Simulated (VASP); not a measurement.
# AgCl (I-4m2) in VASP: relaxation of cell and atoms with PBE

Aim: the relaxation of cell and atoms of AgCl with PBE.

Program: VASP 6.6.1. These are calculated values, not measurements. Logs are shortened: lines on timing, memory, paths and dates and some standing lists are left out, and cuts for length are marked.

## (1) The cell of the first run

The structure is tetragonal, space group I-4m2 (No. 119). Conventional cell: a = 4.790 Å, b = 4.790 Å, c = 2.615 Å, α = 90.00°, β = 90.00°, γ = 90.00°. Within 3.3 Å of Ag (site symmetry -4m2) lie 8 Cl at 2.48 to 3.10 Å and 2 Ag at 2.62 Å. Cl (site symmetry -4m2) has 8 Ag at 2.48 to 3.10 Å and 2 Cl at 2.62 Å within 3.3 Å.

The cell was generated, and may not be a known phase.

## (2) Relaxation of cell and atoms, PBE

The input, INCAR:

```
SYSTEM = AgCl
PREC = Accurate
ENCUT = 630
EDIFF = 1E-7
ISMEAR = 0
SIGMA = 0.1
LREAL = .False.
LASPH = .True.
NELM = 120
ALGO = Normal
ISIF = 3
LWAVE = .False.
LCHARG = .False.
GGA = PE
IBRION = 2
NSW = 90
EDIFFG = -0.04
GGA_COMPAT = .False.
NELMIN = 4
```

The input, KPOINTS:

```
Automatic mesh
0
Gamma
  8 8 8
  0 0 0
```

The input, POSCAR:

```
AgCl
1.0
   -2.3952455600      2.3952455600      1.3075368400
    2.3952455600     -2.3952455600      1.3075368400
    2.3952455600      2.3952455600     -1.3075368400
Ag Cl
1 1
Direct
    0.0000000000      0.0000000000      0.0000000000
    0.2500000000      0.7500000000      0.5000000000
```

Potentials or basis: VASP PAW PBE potentials, release 64 (Ag_sv_GW, Cl).

Launch:

```
> cat potpaw_PBE.64/Ag_sv_GW/POTCAR potpaw_PBE.64/Cl/POTCAR > POTCAR
> mpirun -np 1 vasp_std > vasp.out
```

OUTCAR:

```text
SYSTEM = AgCl
   PREC = Accurate
   ENCUT = 630
   EDIFF = 1E-7
   ISMEAR = 0
   LREAL = .False.
   LASPH = .True.
   NELM = 120
   ISIF = 3
   GGA = PE
   IBRION = 2
   NSW = 90
   EDIFFG = -0.04
   NELMIN = 4

 ion  position               nearest neighbor table
   1  0.000  0.000  0.000-   2 2.48   2 2.48   2 2.48   2 2.48
   2  0.250  0.750  0.500-   1 2.48   1 2.48   1 2.48   1 2.48

  LATTYP: Found a body centered tetragonal cell.
 ALAT       =     4.7904911200
 C/A-ratio  =     0.5458884307

  Lattice vectors:

 A1 = (  -2.3952455600,   2.3952455600,   1.3075368400)
 A2 = (   2.3952455600,  -2.3952455600,   1.3075368400)
 A3 = (   2.3952455600,   2.3952455600,  -1.3075368400)

Analysis of symmetry for initial positions (statically):
=====================================================================
 Subroutine PRICEL returns:
 Original cell was already a primitive cell.

 Routine SETGRP: Setting up the symmetry group for a
 body centered tetragonal supercell.

 Subroutine GETGRP returns: Found  8 space group operations
 (whereof  8 operations were pure point group operations)
 out of a pool of 16 trial point group operations.

The static configuration has the point symmetry D_2d.

Analysis of symmetry for dynamics (positions and initial velocities):
=====================================================================
 Subroutine PRICEL returns:
 Original cell was already a primitive cell.

 Routine SETGRP: Setting up the symmetry group for a
 body centered tetragonal supercell.

 Subroutine GETGRP returns: Found  8 space group operations
 (whereof  8 operations were pure point group operations)
 out of a pool of 16 trial point group operations.

The dynamic configuration has the point symmetry D_2d.

 Subroutine INISYM returns: Found  8 space group operations
 (whereof  8 operations are pure point group operations),
 and found     1 'primitive' translations

----------------------------------------------------------------------------------------

                                     Primitive cell

  volume of cell :      30.0064

  direct lattice vectors                    reciprocal lattice vectors
    -2.395245560  2.395245560  1.307536840     0.000000000  0.208746864  0.382398403
     2.395245560 -2.395245560  1.307536840     0.208746864  0.000000000  0.382398403
     2.395245560  2.395245560 -1.307536840     0.208746864  0.208746864  0.000000000

  length of vectors
     3.630985427  3.630985427  3.630985427     0.435664771  0.435664771  0.295212647

  position of ions in fractional coordinates (direct lattice)
     0.000000000  0.000000000  0.000000000
     0.250000000  0.750000000  0.500000000

  ion indices of the primitive-cell ions
   primitive index   ion index
                 1           1
                 2           2

----------------------------------------------------------------------------------------

 KPOINTS: Automatic mesh

Automatic generation of k-mesh.
 Grid dimensions read from file:
 generate k-points for:    8    8    8

 Generating k-lattice:

  Cartesian coordinates                     Fractional coordinates (reciprocal lattice)
     0.000000000  0.026093358  0.047799800     0.125000000  0.000000000  0.000000000
     0.026093358  0.000000000  0.047799800     0.000000000  0.125000000  0.000000000
     0.026093358  0.026093358  0.000000000     0.000000000  0.000000000  0.125000000

  Length of vectors
     0.054458096  0.054458096  0.036901581

  Shift w.r.t. Gamma in fractional coordinates (k-lattice)
     0.000000000  0.000000000  0.000000000

 Subroutine IBZKPT returns following result:
 ===========================================

 Found     59 irreducible k-points:

 Following reciprocal coordinates:
            Coordinates               Weight
  0.000000  0.000000  0.000000      1.000000
  0.125000  0.000000 -0.000000      8.000000
  0.250000  0.000000 -0.000000      8.000000
  0.375000  0.000000  0.000000      8.000000
  0.500000  0.000000 -0.000000      4.000000
  0.125000  0.125000 -0.000000      8.000000
[... 16 lines left out ...]
  0.250000  0.125000  0.125000     16.000000
  0.375000  0.125000  0.125000      8.000000
 [... further k-points ...]
   k-points           NKPTS =     59   k-points in BZ     NKDIM =     59   number of bands    NBANDS=     17
   number of dos      NEDOS =    301   number of ions     NIONS =      2
   total plane-waves  NPLWV =  27000
   dimension x,y,z NGX =    30 NGY =   30 NGZ =   30
   dimension x,y,z NGXF=    60 NGYF=   60 NGZF=   60
   ions per type =               1   1
   NGX,Y,Z   is equivalent  to a cutoff of  13.74, 13.74, 13.74 a.u.
   NGXF,Y,Z  is equivalent  to a cutoff of  27.47, 27.47, 27.47 a.u.
 SYSTEM =  AgCl
   PREC   = accura    normal or accurate (medium, high low for compatibility)
   ISTART =      0    job   : 0-new  1-cont  2-samecut
   ICHARG =      2    charge: 1-file 2-atom 10-const
   ISPIN  =      1    spin polarized calculation?
   LNONCOLLINEAR =      F non collinear calculations
   LSORBIT =      F    spin-orbit coupling
   LASPH  =      T    aspherical Exc in radial PAW
   ENCUT  =  630.0 eV  46.30 Ry    6.80 a.u.   7.43  7.43  7.43*2*pi/ulx,y,z
   NELM   =    120;   NELMIN=  4; NELMDL= -5     # of ELM steps
   EDIFF  = 0.1E-06   stopping-criterion for ELM
   LREAL  =      F    real-space projection
   EDIFFG = -.4E-01   stopping-criterion for IOM
   NSW    =     90    number of steps for IOM
   IBRION =      2    ionic relax: 0-MD 1-quasi-New 2-CG
   NFREE  =      1    steps in history (QN), initial steepest desc. (CG)
   ISIF   =      3    stress and relaxation
   ISYM   =      2    0-nonsym 1-usesym 2-fastsym
   POTIM  = 0.5000    time-step for ionic-motion
   TEBEG  =    0.0;   TEEND  =   0.0 temperature during run
   PSTRESS=    0.0 pullay stress
   NELECT =      26.0000    total number of electrons
   NUPDOWN=      -1.0000    fix difference up-down
   EMIN   =  10.00;   EMAX   =-10.00  energy-range for DOS
   EFERMI =   0.00;   METHOD = LEGACY
   ISMEAR =     0;   SIGMA  =   0.10  broadening in eV -4-tet -1-fermi 0-gaus
   EFERMI_NEDOS =   21; number of points for ismear=-14 and -15
   IALGO  =     38    algorithm
   IMIX   =      4    mixing-type and parameters
     AMIX     =   0.40;   BMIX     =  1.00
     AMIX_MAG =   1.60;   BMIX_MAG =  1.00
  volume/ion in A,a.u.               =      15.00       101.25
  Fermi-wavevector in a.u.,A,eV,Ry     =   1.560731  2.949353 33.142159  2.435880
  Thomas-Fermi vector in A             =   2.663900
   LORBIT       =      0    0 simple, 1 ext, 2 COOP (PROOUT), +10 PAW based schemes
   GGA     = PE    functional components
   LHFCALC =     F    Hartree Fock is set to
   AEXX    =    0.0000 exact exchange contribution
   IVDW    =     0    specifies the selected vdW correction
   LEPSILON=     F    determine dielectric tensor
   LRPA    =     F    only Hartree local field effects (RPA)
 conjugate gradient relaxation of ions
 non-spin polarized calculation
 Gauss-broadening in eV      SIGMA  =   0.10
  energy-cutoff  :      630.00
  volume of cell :       30.01
 maximum number of plane-waves:      1109
 NGX is ok and might be reduce to    30
   NGX = 15   NGY = 15   NGZ = 15

--------------------------------------- Ionic step        1  -------------------------------------------

 number of electron      26.0000006 magnetization

 Free energy of the ion-electron system (eV)
  ---------------------------------------------------
  ext. energy  EPLUGINS =         0.00000000
  ---------------------------------------------------
  free energy    TOTEN  =        -1.69583880 eV

  energy without entropy =       -1.69425317  energy(sigma->0) =       -1.69504598

 E-fermi :   8.7884     XC(G=0): -12.1595

 val. band max:        8.7703418190   @ k =  -0.1250   0.1250   0.0000
 cond. band min:       8.8212596348   @ k =   0.0000   0.0000   0.0000
 fundamental gap:      0.0509178157
 Fermi energy:         8.7883994624

 k-point     1 :       0.0000    0.0000    0.0000
  band No.  band energies     occupation
      1     -83.3620      2.00000
      2     -46.8442      2.00000
      3     -46.8320      2.00000
      4     -46.8320      2.00000
      5      -9.5318      2.00000
      6       2.2711      2.00000
[... 1049 lines left out ...]
      3     -49.9232      2.00000
      4     -49.9228      2.00000
      5     -11.0458      2.00000
      6      -1.1372      2.00000
[... 9 lines left out ...]
     16      11.8025      0.00000
     17      13.9504      0.00000

 [... further k-points ...]

[... ionic steps 4 to 7 ...]

--------------------------------------- Ionic step        8  -------------------------------------------

 number of electron      25.9999999 magnetization

------------------------ aborting loop because EDIFF is reached ----------------------------------------

  FORCE on cell =-STRESS in cart. coord.  units (eV):
  Direction    XX          YY          ZZ          XY          YZ          ZX
  --------------------------------------------------------------------------------------
  -------------------------------------------------------------------------------------
  Total        0.1433780      0.1433780      0.3718566      0.0000000      0.0000000      0.0000000
  in kB        5.2883532      5.2883532     13.7155531      0.0000000      0.0000000      0.0000000
  external PRESSURE =       8.0974198 kB  Pullay stress =       0.0000000 kB
[... 57 lines left out ...]
  energy  without entropy=       -3.1847061476  energy(sigma->0) =       -3.18470615

--------------------------------------- Ionic step       10  -------------------------------------------

 number of electron      25.9999998 magnetization

 Free energy of the ion-electron system (eV)
  ---------------------------------------------------
  ext. energy  EPLUGINS =         0.00000000
  ---------------------------------------------------
  free energy    TOTEN  =        -3.18502558 eV

  energy without entropy =       -3.18502558  energy(sigma->0) =       -3.18502558

 E-fermi :   3.2257     XC(G=0):  -9.8752

 val. band max:        2.8108328792   @ k =   0.5000   0.5000  -0.0000
 cond. band min:       3.7533029389   @ k =   0.0000   0.0000   0.0000
 fundamental gap:      0.9424700597
 Fermi energy:         3.2257029181

 k-point     1 :       0.0000    0.0000    0.0000
  band No.  band energies     occupation
      1     -86.9149      2.00000
      2     -50.4919      2.00000
      3     -50.4148      2.00000
      4     -50.4148      2.00000
      5     -12.0822      2.00000
      6      -0.6220      2.00000
[... 500 lines left out ...]
  FREE ENERGIE OF THE ION-ELECTRON SYSTEM (eV)
  ---------------------------------------------------
  free  energy   TOTEN  =        -3.1850255824 eV

  energy  without entropy=       -3.1850255824  energy(sigma->0) =       -3.18502558

 reached required accuracy - stopping structural energy minimisation
```

Wall time 8.8 min (1 thread of AMD EPYC 7R43 (Zen 3), shared host); peak memory 0.18 GiB.

What came out:

| Item | Value |
| --- | --- |
| Free energy | -3.1850 eV |
| Relaxed volume | 22.17 Å³/atom |
| Relaxed cell | a = 3.944 Å, b = 3.944 Å, c = 3.944 Å, α = 102.02°, β = 102.02°, γ = 125.69° |
| Space group after relaxing (to 0.1 Å) | I-4m2 (No. 119) |
| Energy gained by relaxing | 744.6 meV/atom |
| Ionic steps | 10 |
| Pressure after relaxing | -0.1 GPa |
| Band gap on the k mesh | 0.94 eV (least direct gap 1.29 eV) |

Stress tensor (GPa, compression positive):
```
-0.11  0.00  0.00
 0.00 -0.11  0.00
 0.00  0.00  0.05
```

Step by step:
| step | energy change (eV) | largest force (eV/Å) | pressure (GPa) | volume (Å³) |
| --- | --- | --- | --- | --- |
| 1 | 0.0000 | 0.0000 | 39.98 | 30.01 |
| 2 | -1.2861 | 0.0000 | -4.76 | 49.01 |
| 3 | -1.3448 | 0.0000 | -0.71 | 42.45 |
| 4 | -1.3474 | 0.0000 | -2.35 | 44.33 |
| 5 | -1.3485 | 0.0000 | -2.05 | 43.93 |
| 6 | -1.4367 | 0.0000 | -0.02 | 42.78 |
| 7 | -1.4606 | 0.0000 | 2.42 | 41.71 |
| 8 | -1.4853 | 0.0000 | 0.81 | 43.44 |
| 9 | -1.4889 | 0.0000 | -0.33 | 44.64 |
| 10 | -1.4892 | 0.0000 | -0.05 | 44.34 |

Final structure:
```
Ag Cl
1.0
    -2.48163    2.48163    1.80012
     2.48163   -2.48163    1.80012
     2.48163    2.48163   -1.80012
Ag Cl
1 1
Cartesian
  0.0000 0.0000 0.0000
  2.4816 0.0000 0.9001
```

Caveat: the volume moved by over 15 % at a fixed basis, so the end points are rough.
